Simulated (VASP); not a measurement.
Input of a VASP 6.6.1 run:

INCAR

```
ALGO = Normal ; EDIFF = 1E-7
ENCUT = 520 ; GGA = PE
ISIF = 2 ; ISMEAR = -1
LASPH = T ; LCHARG = T
LELF = T ; LREAL = Auto
LVHAR = T ; LWAVE = F
NBANDS = 184 ; NELM = 60
PREC = Accurate ; SIGMA = 0.05
```

KPOINTS

```
k-points
0
Gamma
  1 1 1
```

Contents of POSCAR:

```
LiCa32
1.0
   11.1600000000      0.0000000000      0.0000000000
    0.0000000000     11.1600000000      0.0000000000
    0.0000000000      0.0000000000     11.1600000000
Ca Li
32 1
Direct
    0.5101344086      0.0077329749      0.0202956989
    0.7622759857      0.2637813620     -0.0093458781
    0.7425268817      0.0255824373      0.2530645161
    0.0036379928     -0.0013082437     -0.0068189964
    0.2572849462      0.2572491039      0.0103673835
    0.5033064516      0.5022401434      0.0318906810
    0.7373655914      0.7797759857     -0.0159139785
    0.2576164875      0.0056182796      0.2417921147
    0.5100179211      0.2535573477      0.2749731183
    0.7724910394      0.5189784946      0.2286379928
    0.5143279570     -0.0115681004      0.4934856631
    0.7500806452      0.2863082437      0.5026792115
    0.7425000000      0.0163530466      0.7343189964
   -0.0018458781      0.4979121864     -0.0102956989
    0.2624372760      0.7281899642      0.0197670251
    0.0147043011      0.2616039427      0.2312186380
    0.2486738351      0.4855286738      0.2414336918
    0.5004121864      0.7466129032      0.2626881720
   -0.0116129032      0.0014516129      0.4912903226
    0.2478405018      0.2236290323      0.5028225806
    0.4802777778      0.5067741935      0.4890681004
    0.7664695341      0.7459318996      0.5183691756
    0.2537455197     -0.0380555556      0.7704301075
    0.4818100358      0.2373297491      0.7717741935
    0.7086290323      0.5253942652      0.7839068100
   -0.0295609319      0.7431810036      0.2336379928
   -0.0167562724      0.5130824373      0.4609318996
    0.2555555556      0.7679569892      0.4986021505
    0.0317025090      0.2203405018      0.7605465950
    0.2545788530      0.4798566308      0.7373566308
    0.4955197133      0.7289426523      0.7429749104
    0.0040770609      0.7337096774      0.7431541219
   -0.0631720430      0.4241935484      0.7048028674
```

Potentials or basis: VASP PAW PBE potentials, release 64 (Ca_sv, Li_sv).

The run is started by

```console
$ cat potpaw_PBE.64/Ca_sv/POTCAR potpaw_PBE.64/Li_sv/POTCAR > POTCAR
$ mpirun -np 1 vasp_gam > vasp.out
```

Task: What does it give for the largest force?

Result: 0.964 eV/Å.

Task: What does it give for the band gap on the k mesh?

Result: Zero (an odd number of electrons rules out a gap without spin polarisation).

Forces on the atoms (eV/Å):
```
Ca  -0.222 -0.011 -0.194
Ca  -0.115 -0.227 -0.002
Ca   0.327 -0.280  0.025
Ca  -0.078 -0.125  0.238
Ca   0.018 -0.192 -0.160
Ca  -0.030 -0.162 -0.231
Ca   0.111 -0.207  0.130
Ca  -0.118 -0.100  0.109
Ca  -0.204  0.067 -0.399
Ca  -0.822 -0.451  0.020
Ca  -0.140  0.143  0.200
Ca   0.027 -0.325  0.229
Ca   0.123 -0.154  0.203
Ca   0.198  0.105 -0.076
Ca  -0.204  0.223 -0.296
Ca  -0.311 -0.293  0.257
Ca  -0.103  0.264  0.404
Ca   0.299  0.189 -0.071
Ca   0.135 -0.043  0.001
Ca   0.024  0.156 -0.026
Ca   0.324 -0.060  0.100
Ca  -0.515  0.017 -0.189
Ca   0.177  0.427 -0.112
Ca   0.184  0.100 -0.380
Ca   0.231 -0.378 -0.219
Ca   0.704  0.658  0.041
Ca   0.841 -0.013  0.169
Ca  -0.358 -0.239 -0.187
Ca   0.259 -0.731  0.171
Ca  -0.249  0.309  0.181
Ca  -0.302  0.662  0.081
Ca   0.003  0.096  0.141
Li  -0.215  0.576 -0.158
```

Caveat: the k points lie up to 0.56 Å⁻¹ apart, too coarse for converged energies and pressures of a metal.
